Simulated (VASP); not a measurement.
# Zr3NbTe2 (P4/mmm) in VASP: a series of runs, part 2 of 2

VASP 6.6.1.

## 5. Single point, PBE, collinear spin

This run uses another cell than the first one, of 34.35 Å³/atom.

INCAR

```
PREC     = Accurate       # precision mode
ENCUT    = 520            # plane-wave cutoff, eV
EDIFF    = 1E-6           # SCF threshold, eV
ISMEAR   = 0              # smearing method
SIGMA    = 0.1            # smearing width, eV
LREAL    = F              # projectors in reciprocal space
LASPH    = T              # aspherical terms in the spheres
NELM     = 150            # most SCF steps
ALGO     = Normal         # electronic algorithm
ISIF     = 2              # what is computed and relaxed
LWAVE    = F              # write WAVECAR
LCHARG   = F              # write CHGCAR
ISPIN    = 2              # spin polarisation
MAGMOM   = 1 1 1 1 0 0    # initial moments
LORBIT   = 11             # projections on sites
LMAXMIX  = 4              # l up to which the mixer works
GGA      = PE             # functional
NBANDS   = 44             # bands
```

KPOINTS

```
regular mesh
0
Gamma
  4 4 2
```

POSCAR

```
Zr3NbTe2
1.0
    5.1496483679      0.0000000000      0.0000000000
    0.0000000000      5.1496483679      0.0000000000
    0.0000000000      0.0000000000      7.7717187799
Zr Nb Te
3 1 2
Direct
    0.0000000000      0.0000000000      0.6637251503
    0.0000000000      0.0000000000      0.3362748497
    0.5000000000      0.5000000000      0.5000000000
    0.0000000000      0.0000000000      0.0000000000
    0.0000000000      0.5000000000      0.0000000000
    0.5000000000      0.0000000000      0.0000000000
```

Potentials or basis: VASP PAW PBE potentials, release 64 (Zr_sv, Nb_sv, Te).

Launch:

```sh
$ cat potpaw_PBE.64/Zr_sv/POTCAR potpaw_PBE.64/Nb_sv/POTCAR potpaw_PBE.64/Te/POTCAR > POTCAR
$ mpirun -np 1 vasp_std > vasp.out
```

OUTCAR:

```text
PREC = Accurate
   ENCUT = 520
   EDIFF = 1E-6
   ISMEAR = 0
   LREAL = F
   LASPH = T
   NELM = 150
   ISIF = 2
   ISPIN = 2
   LORBIT = 11
   GGA = PE

 ion  position               nearest neighbor table
   1  0.000  0.000  0.664-   2 2.54   4 2.61   5 3.67   6 3.67   5 3.67   6 3.67   3 3.86   3 3.86
                             3 3.86   3 3.86
   2  0.000  0.000  0.336-   1 2.54   4 2.61   5 3.67   6 3.67   5 3.67   6 3.67   3 3.86   3 3.86
                             3 3.86   3 3.86
   3  0.500  0.500  0.500-   1 3.86   2 3.86   1 3.86   2 3.86   1 3.86   2 3.86   1 3.86   2 3.86

   4  0.000  0.000  0.000-   5 2.57   6 2.57   5 2.57   6 2.57   1 2.61   2 2.61
   5  0.000  0.500  0.000-   4 2.57   4 2.57   6 3.64   6 3.64   6 3.64   6 3.64   1 3.67   2 3.67
                             1 3.67   2 3.67
   6  0.500  0.000  0.000-   4 2.57   4 2.57   5 3.64   5 3.64   5 3.64   5 3.64   2 3.67   2 3.67
                             1 3.67   1 3.67

  LATTYP: Found a simple tetragonal cell.
 ALAT       =     5.1496483679
 C/A-ratio  =     1.5091746513

  Lattice vectors:

 A1 = (   5.1496483679,   0.0000000000,   0.0000000000)
 A2 = (   0.0000000000,   5.1496483679,   0.0000000000)
 A3 = (   0.0000000000,   0.0000000000,   7.7717187799)

Analysis of symmetry for initial positions (statically):
=====================================================================
 Subroutine PRICEL returns:
 Original cell was already a primitive cell.

 Routine SETGRP: Setting up the symmetry group for a
 simple tetragonal supercell.

 Subroutine GETGRP returns: Found 16 space group operations
 (whereof 16 operations were pure point group operations)
 out of a pool of 16 trial point group operations.

The static configuration has the point symmetry D_4h.

Analysis of symmetry for dynamics (positions and initial velocities):
=====================================================================
[... 174 lines left out ...]

 spin component 1

 k-point     1 :       0.0000    0.0000    0.0000
  band No.  band energies     occupation
      1     -49.1565      1.00000
      2     -44.9790      1.00000
      3     -43.8568      1.00000
      4     -43.6028      1.00000
      5     -25.5773      1.00000
      6     -25.5773      1.00000
[... 529 lines left out ...]
     41       7.6901      0.00000
     42       7.7205      0.00000
 Fermi energy:         5.3879845736

 spin component 2

 k-point     1 :       0.0000    0.0000    0.0000
  band No.  band energies     occupation
      1     -49.1624      1.00000
      2     -44.9969      1.00000
      3     -43.7955      1.00000
      4     -43.5445      1.00000
      5     -25.5841      1.00000
      6     -25.5841      1.00000
[... 529 lines left out ...]
     41       7.6887      0.00000
     42       7.7807      0.00000
 [bands above 42 left out]

------------------------ aborting loop because EDIFF is reached ----------------------------------------

  FORCE on cell =-STRESS in cart. coord.  units (eV):
  Direction    XX          YY          ZZ          XY          YZ          ZX
  --------------------------------------------------------------------------------------
  -------------------------------------------------------------------------------------
  Total       -0.2553575     -0.2553575      4.0606673      0.0000000     -0.0000000      0.0000000
  in kB       -1.9851207     -1.9851207     31.5671782      0.0000000     -0.0000000      0.0000000
  external PRESSURE =       9.1989789 kB  Pullay stress =       0.0000000 kB

 VOLUME and BASIS-vectors are now :
 -----------------------------------------------------------------------------
  energy-cutoff  :      520.00
  volume of cell :      206.10
      direct lattice vectors                 reciprocal lattice vectors
     5.149648368  0.000000000  0.000000000     0.194188016  0.000000000  0.000000000
     0.000000000  5.149648368  0.000000000     0.000000000  0.194188016  0.000000000
     0.000000000  0.000000000  7.771718780     0.000000000  0.000000000  0.128671666

 POSITION                                       TOTAL-FORCE (eV/Angst)
 -----------------------------------------------------------------------------------
      0.00000      0.00000      5.15829        -0.000000      0.000000      0.332586
      0.00000      0.00000      2.61343         0.000000      0.000000     -0.332586
      2.57482      2.57482      3.88586         0.000000      0.000000      0.000000
      0.00000      0.00000      0.00000         0.000000      0.000000      0.000000
      0.00000      2.57482      0.00000         0.000000      0.000000      0.000000
      2.57482      0.00000      0.00000         0.000000      0.000000      0.000000
 -----------------------------------------------------------------------------------
    total drift:                               -0.000000      0.000000     -0.000000

  FREE ENERGIE OF THE ION-ELECTRON SYSTEM (eV)
  ---------------------------------------------------
  free  energy   TOTEN  =       -35.3487762896 eV

  energy  without entropy=      -35.3012968309  energy(sigma->0) =      -35.32503656

 total charge

# of ion       s       p       d       tot
------------------------------------------
    1        2.213   5.922   1.744   9.878
    2        2.213   5.922   1.744   9.878
    3        2.183   5.905   1.411   9.498
    4        2.201   6.017   2.824  11.042
    5        1.384   2.010   0.057   3.451
    6        1.384   2.010   0.057   3.451
--------------------------------------------------
tot         11.577  27.786   7.836  47.199

 magnetization (x)

# of ion       s       p       d       tot
------------------------------------------
    1        0.004   0.001   0.099   0.104
    2        0.004   0.001   0.099   0.104
    3       -0.003   0.001  -0.026  -0.027
    4       -0.000   0.003  -0.013  -0.011
    5        0.000  -0.001  -0.000  -0.001
    6        0.000  -0.001  -0.000  -0.001
--------------------------------------------------
tot          0.006   0.003   0.158   0.167
```

OSZICAR:

```text
N       E                     dE             d eps       ncg     rms          rms(c)
DAV:   1     0.582689397449E+03    0.58269E+03   -0.29014E+04  2168   0.126E+03
DAV:   2     0.175477214102E+02   -0.56514E+03   -0.54147E+03  2616   0.392E+02
DAV:   3    -0.333749092216E+02   -0.50923E+02   -0.48957E+02  3416   0.975E+01
[... 22 lines left out ...]
DAV:  26    -0.353487441016E+02   -0.91599E-05   -0.31857E-05  2816   0.157E-02    0.158E-02
DAV:  27    -0.353487584561E+02   -0.14355E-04   -0.98640E-05  2896   0.266E-02    0.134E-02
DAV:  28    -0.353487697729E+02   -0.11317E-04   -0.11445E-04  3112   0.292E-02    0.115E-02
DAV:  29    -0.353487746631E+02   -0.48902E-05   -0.13734E-04  2824   0.335E-02    0.736E-03
DAV:  30    -0.353487760368E+02   -0.13736E-05   -0.17483E-05  3440   0.139E-02    0.361E-03
DAV:  31    -0.353487762896E+02   -0.25280E-06   -0.26940E-06  1980   0.542E-03
   1 F= -.35348776E+02 E0= -.35325037E+02  d E =-.474795E-01  mag=     0.2285
```

It took 3.5 min on 1 thread of AMD EPYC 9R45 (Zen 5), shared host; peak memory 0.44 GiB.

Results:

| Item | Value |
| --- | --- |
| Free energy | -35.3488 eV |
| Pressure | 0.9 GPa |
| Largest force | 0.333 eV/Å |
| Net moment | 0.23 μB per cell |
| Site moments | Zr +0.10, -0.03 (each value once); Nb -0.01; Te -0.00 μB |
| Valence electrons inside the program's atomic spheres | Zr 9.88, 9.50 (each value once); Nb 11.04; Te 3.45 |

Forces in eV/Å, atoms in the order of the input:
```
Zr   0.000  0.000  0.333
Zr   0.000  0.000 -0.333
Zr   0.000  0.000  0.000
Nb   0.000  0.000  0.000
Te   0.000  0.000  0.000
Te   0.000  0.000  0.000
```

Stress tensor (GPa, compression positive):
```
-0.20  0.00  0.00
 0.00 -0.20  0.00
 0.00  0.00  3.16
```

Levels at points of the mesh, in eV from the Fermi level:
Spin up:
```csv
k point,band 28,band 29,band 30,band 31,band 32,band 33,band 34,band 35
"(0.00, 0.00, 0.00)",-0.90,-0.62,-0.62,-0.25,0.16,0.16,0.22,0.45
"(0.50, 0.00, 0.00)",-1.23,-0.71,-0.09,0.10,0.25,0.39,0.89,1.05
"(0.50, 0.50, 0.00)",-0.89,0.21,0.21,0.38,0.50,0.86,1.13,1.13
"(0.00, 0.00, 0.50)",-0.51,-0.32,-0.32,-0.28,-0.03,0.04,0.52,0.52
"(0.50, 0.00, 0.50)",-0.40,-0.26,-0.24,-0.18,0.11,0.14,0.39,0.91
"(0.50, 0.50, 0.50)",-0.73,-0.16,0.03,0.03,0.45,0.90,1.05,1.14
```
Spin down:
```tsv
k point	band 29	band 30	band 31	band 32	band 33	band 34
(0.00, 0.00, 0.00)	-0.59	-0.59	-0.23	0.16	0.20	0.20
(0.50, 0.00, 0.00)	-0.68	-0.07	0.10	0.26	0.47	0.87
(0.50, 0.50, 0.00)	0.20	0.20	0.43	0.45	0.86	1.16
(0.00, 0.00, 0.50)	-0.32	-0.32	-0.13	-0.03	0.10	0.51
(0.50, 0.00, 0.50)	-0.23	-0.18	-0.06	0.12	0.22	0.33
(0.50, 0.50, 0.50)	0.01	0.02	0.02	0.40	0.90	1.11
```

Caveat: the k points lie up to 0.40 Å⁻¹ apart; spin-orbit coupling is left out, which moves the levels of the heavy elements.

## 6. Summary

```csv
task,spin,cell,k mesh,cutoff (eV),gap on the mesh (eV),pressure (GPa),largest force (eV/Å)
single point,off,"a = 4.344, b = 4.344, c = 7.034 Å, 6 atoms, atomic positions A",4 × 4 × 4,520,none,64.9,6.80
single point,off,"a = 5.150, b = 5.150, c = 7.772 Å, 6 atoms, atomic positions B",4 × 4 × 4,520,none,0.1,0.02
relaxation of cell and atoms,off,"relaxed from a = 4.344, b = 4.344, c = 7.034 Å, 6 atoms, atomic positions A",4 × 4 × 4,600,none,0.0,0.03
single point,collinear,"a = 5.150, b = 5.150, c = 7.772 Å, 6 atoms, atomic positions B",4 × 4 × 2,520,none,0.9,0.33
```

Alike in all rows: level PBE; potentials or basis VASP PAW PBE potentials, release 64 (Zr_sv, Nb_sv, Te); smearing gaussian 0.1 eV.

Caveats: some runs use coarse meshes; spin-orbit coupling is left out, which moves the levels of the heavy elements; forces of over 1 eV/Å act on the atoms, so gaps and moduli don't describe the material at rest (at least some runs); the volume moved by over 15 % at a fixed basis, so the end points are rough (at least some runs).

Total energies depend on the potentials used, so only differences within one code and one set of settings carry meaning.
